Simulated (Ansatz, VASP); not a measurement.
## Two plane-wave programs on CsCaF3

File INCAR:

```
SYSTEM = CsCaF3
PREC     = Accurate       ! precision mode
ENCUT    = 520            ! plane-wave cutoff, eV
EDIFF    = 1E-7           ! SCF threshold, eV
ISMEAR   = 0              ! smearing method
SIGMA    = 0.05           ! smearing width, eV
LREAL    = .FALSE.        ! projectors in reciprocal space
LASPH    = .TRUE.         ! aspherical terms in the spheres
NELM     = 80             ! most SCF steps
ALGO     = Normal         ! electronic algorithm
ISIF     = 2              ! what is computed and relaxed
LWAVE    = .FALSE.        ! write WAVECAR
LCHARG   = .FALSE.        ! write CHGCAR
GGA      = CA             ! functional
NBANDS   = 28             ! bands
```

Contents of KPOINTS:

```
regular mesh
0
G
  6 6 6
  0 0 0
```

POSCAR

```
CsCaF3
1.0
    4.5205310300      0.0000000000      0.0000000000
    0.0000000000      4.5205310300      0.0000000000
    0.0000000000      0.0000000000      4.5883389954
Cs Ca F
1 1 3
Direct
    0.0000000000      0.0000000000      0.0000000000
    0.5000000000      0.5000000000      0.5000000000
    0.0000000000      0.5000000000      0.5000000000
    0.5000000000      0.0000000000      0.5000000000
    0.5000000000      0.5000000000      0.0000000000
```

Input for Ansatz:

```yaml
crystal:
  lattice:
    - [4.52053103, 0.0, 0.0]
    - [0.0, 4.52053103, 0.0]
    - [0.0, 0.0, 4.5883389954]
  atoms:
    - { symbol: Cs, position: [0.0, 0.0, 0.0] }
    - { symbol: Ca, position: [0.5, 0.5, 0.5] }
    - { symbol: F, position: [0.0, 0.5, 0.5] }
    - { symbol: F, position: [0.5, 0.0, 0.5] }
    - { symbol: F, position: [0.5, 0.5, 0.0] }
basis:
  ecutwfc: 420
kpoints:
  mp_grid: { grid: [6, 6, 6] }
hamiltonian:
  xc: lda
scf:
  occupations: { method: gaussian, width: 0.05 }
output:
  forces: true
  stress: true
  eigenvalues: true
```

Change from the starting cell: strain +0.000 along x and y, +0.015 along z, atoms carried along.

Alike in both runs: task single point; functional LDA; k mesh 6 × 6 × 6; occupations gaussian, width 0.05 eV; no spin polarisation.

|  | VASP | Ansatz |
| --- | --- | --- |
| version | VASP 6.6.1 | Ansatz 0.2.0 |
| potentials or method | VASP PAW LDA potentials, release 64 (Cs_sv, Ca_sv, F), cutoff 520 eV | scalar-relativistic, plane waves, PAW |
| valence electrons in the cell | 40 | 40 |

```csv
,VASP,Ansatz,Ansatz less VASP
gap on the k mesh at the Fermi level (eV),6.71,6.72,+0.016
least direct gap on the mesh (eV),6.74,6.75,+0.015
pressure (GPa),-4.5,-4.7,-0.19
"traceless stress, the component that is largest in VASP (GPa)",-0.66,-0.63,+0.033
```

LDA's correlation is that of Perdew and Zunger in VASP and of Perdew and Wang (1992) in Ansatz.

Spin-orbit coupling is off throughout.
